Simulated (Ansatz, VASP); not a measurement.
KI: VASP beside Ansatz

The input POSCAR:

```
KI
1.0
    0.0000000000      3.6137982264      3.6137982264
    3.6137982264      0.0000000000      3.6137982264
    3.6137982264      3.6137982264      0.0000000000
K I
1 1
Direct
    0.0000000000      0.0000000000      0.0000000000
    0.5000000000      0.5000000000      0.5000000000
```

The input INCAR.step1:

```
SYSTEM = KI
ALGO     = Normal         ! electronic algorithm
EDIFF    = 1E-4           ! SCF threshold, eV
ENCUT    = 520            ! plane-wave cutoff, eV
GGA      = PE             ! functional
ISMEAR   = 0              ! smearing method
LASPH    = .True.         ! aspherical terms in the spheres
LCHARG   = .False.        ! write CHGCAR
LREAL    = .False.        ! projectors in reciprocal space
LWAVE    = .True.         ! write WAVECAR
NBANDS   = 15             ! bands
NELM     = 60             ! most SCF steps
PREC     = Accurate       ! precision mode
SIGMA    = 0.01           ! smearing width, eV
```

File INCAR.step2:

```
SYSTEM = KI
ALGO     = Normal         ! electronic algorithm
EDIFF    = 1E-6           ! SCF threshold, eV
ENCUT    = 520            ! plane-wave cutoff, eV
ISIF     = 2              ! what is computed and relaxed
ISMEAR   = 0              ! smearing method
ISTART   = 1            
LASPH    = .True.         ! aspherical terms in the spheres
LCHARG   = .True.         ! write CHGCAR
LELF     = .True.         ! ELF
LMIXTAU  = .True.       
LREAL    = .False.        ! projectors in reciprocal space
LVHAR    = .True.       
LWAVE    = .False.        ! write WAVECAR
METAGGA  = R2SCAN         ! meta-GGA
NBANDS   = 15             ! bands
NELM     = 60             ! most SCF steps
PREC     = Accurate       ! precision mode
SIGMA    = 0.01           ! smearing width, eV
```

File KPOINTS:

```
k-points
0
Gamma
  6 6 6
  0 0 0
```

Input for Ansatz:

```yaml
crystal:
  lattice:
    - [0.0, 3.6137982264, 3.6137982264]
    - [3.6137982264, 0.0, 3.6137982264]
    - [3.6137982264, 3.6137982264, 0.0]
  atoms:
    - { symbol: K, position: [0.0, 0.0, 0.0] }
    - { symbol: I, position: [0.5, 0.5, 0.5] }
kpoints:
  mp_grid: { grid: [6, 6, 6] }
hamiltonian:
  xc: r2scan
scf:
  occupations: { method: fixed }
  n_extra_bands: 4
output:
  forces: true
  stress: true
  eigenvalues: true
```

Alike in both runs: task single point; functional r2SCAN; k mesh 6 × 6 × 6; no spin polarisation.

```csv
,VASP,Ansatz
version,VASP 6.6.1,Ansatz 0.2.0
potentials or method,"VASP PAW PBE potentials, release 64 (K_sv, I)","plane waves, PAW"
plane-wave cutoff (eV),520,500
occupations,"gaussian, width 0.01 eV",fixed
valence electrons in the cell,16,26
```

|  | VASP | Ansatz | Ansatz less VASP |
| --- | --- | --- | --- |
| gap on the k mesh at the Fermi level (eV) | 4.44 | 4.44 | +0.003 |
| pressure (GPa) | -0.6 | -0.6 | 0.00 |

VASP's potentials were made for PBE, not for r2SCAN. VASP's potentials hold 16 valence electrons a cell and Ansatz's 26, so a difference there can come from the potentials and not from the codes.

Spin-orbit coupling is off throughout.
